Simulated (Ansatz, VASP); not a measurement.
**TiO2 in VASP and in Ansatz**

POSCAR

```
TiO2
1.0
    4.5940000000      0.0000000000      0.0000000000
    0.0000000000      4.5940000000      0.0000000000
    0.0000000000      0.0000000000      2.9590000000
Ti O
2 4
Direct
    0.0000000000      0.0000000000      0.0000000000
    0.5000000000      0.5000000000      0.5000000000
    0.3060000000      0.3060000000      0.0000000000
    0.1940000000      0.8060000000      0.5000000000
    0.6940000000      0.6940000000      0.0000000000
    0.8060000000      0.1940000000      0.5000000000
```

Contents of INCAR.step1:

```
SYSTEM = TiO2
PREC     = Accurate       ! precision mode
ENCUT    = 660            ! plane-wave cutoff, eV
ISMEAR   = 0              ! smearing method
SIGMA    = 0.05           ! smearing width, eV
LREAL    = .FALSE.        ! projectors in reciprocal space
LASPH    = .TRUE.         ! aspherical terms in the spheres
NELM     = 200            ! most SCF steps
ISPIN    = 2              ! spin polarisation
MAGMOM   = 0.1 0.1 0 0 0 0 ! initial moments
LMAXMIX  = 4              ! l up to which the mixer works
LDAU     = .TRUE.         ! DFT+U
LDAUTYPE = 2            
LDAUL    = 2 -1           ! shell
LDAUU    = 1.1 0          ! U, eV
LDAUJ    = 0 0          
NBANDS   = 37             ! bands
GGA      = PE             ! functional
ALGO     = Normal         ! electronic algorithm
EDIFF    = 1E-5           ! SCF threshold, eV
LWAVE    = .TRUE.         ! write WAVECAR
LCHARG   = .FALSE.        ! write CHGCAR
GGA_COMPAT= .FALSE.
```

File INCAR.step2:

```
SYSTEM = TiO2
PREC     = Accurate       ! precision mode
ENCUT    = 660            ! plane-wave cutoff, eV
EDIFF    = 1E-6           ! SCF threshold, eV
ISMEAR   = 0              ! smearing method
SIGMA    = 0.05           ! smearing width, eV
LREAL    = .FALSE.        ! projectors in reciprocal space
LASPH    = .TRUE.         ! aspherical terms in the spheres
NELM     = 200            ! most SCF steps
ALGO     = Normal         ! electronic algorithm
ISIF     = 2              ! what is computed and relaxed
LWAVE    = .FALSE.        ! write WAVECAR
LCHARG   = .TRUE.         ! write CHGCAR
ISPIN    = 2              ! spin polarisation
MAGMOM   = 0.1 0.1 0 0 0 0 ! initial moments
LORBIT   = 11             ! projections on sites
LMAXMIX  = 4              ! l up to which the mixer works
LDAU     = .TRUE.         ! DFT+U
LDAUTYPE = 2            
LDAUL    = 2 -1           ! shell
LDAUU    = 1.1 0          ! U, eV
LDAUJ    = 0 0          
LDAUPRINT= 1            
METAGGA  = R2SCAN         ! meta-GGA
LMIXTAU  = .TRUE.       
LELF     = .TRUE.         ! ELF
LVHAR    = .TRUE.       
NBANDS   = 37             ! bands
ISTART   = 1            
GGA_COMPAT= .FALSE.
```

File KPOINTS:

```
regular mesh
0
G
  4 4 7
  0 0 0
```

Input for Ansatz:

```yaml
crystal:
  lattice:
    - [4.594, 0.0, 0.0]
    - [0.0, 4.594, 0.0]
    - [0.0, 0.0, 2.959]
  atoms:
    - { symbol: Ti, position: [0.0, 0.0, 0.0], spin: 0.1 }
    - { symbol: Ti, position: [0.5, 0.5, 0.5], spin: 0.1 }
    - { symbol: O, position: [0.306, 0.306, 0.0] }
    - { symbol: O, position: [0.194, 0.806, 0.5] }
    - { symbol: O, position: [0.694, 0.694, 0.0] }
    - { symbol: O, position: [0.806, 0.194, 0.5] }
magnetization:
  spin_polarized: true
hamiltonian:
  xc: r2scan
  pseudopotentials: { kind: paw }
  hubbard: { sites: [{ species: Ti, l: d, u_eff: 1.1 }] }
basis:
  ecutwfc: 500
kpoints:
  mp_grid: { grid: [4, 4, 7] }
scf:
  occupations: { method: gaussian, width: 0.05 }
  lower_state_search: "off"
output:
  forces: true
  stress: true
```

Change from the starting cell: parallel moments scaled by 0.1, plain SCF.

Alike in both runs: task single point; functional r2SCAN; k mesh 4 × 4 × 7; occupations gaussian, width 0.05 eV; collinear spin; Hubbard terms Ti d U = 1.1 eV.

|  | VASP | Ansatz |
| --- | --- | --- |
| version | VASP 6.6.1 | Ansatz 0.2.0 |
| potentials or method | VASP PAW PBE potentials, release 64 (Ti_sv, O), cutoff 660 eV | PAW, plane waves, scalar-relativistic |
| valence electrons in the cell | 48 | 48 |

|  | VASP | Ansatz | Ansatz less VASP |
| --- | --- | --- | --- |
| pressure (GPa) | 3.3 | 1.2 | -2.06 |
| traceless stress, the component that is largest in VASP (GPa) | 1.06 | 0.40 | -0.664 |
| rms of the force components (eV/Å) | 0.124 | 0.090 | -0.0340 |
| net moment per atom (μB) | 0.00 | 0.00 | 0.000 |

VASP's potentials were made for PBE, not for r2SCAN. The programs project onto different local orbitals, so the same U acts differently, and such runs can settle in different states. Atom by atom the forces differ by 0.034 eV/Å (rms over components). Ansatz's warnings: seeded moment not kept, stability check not made.
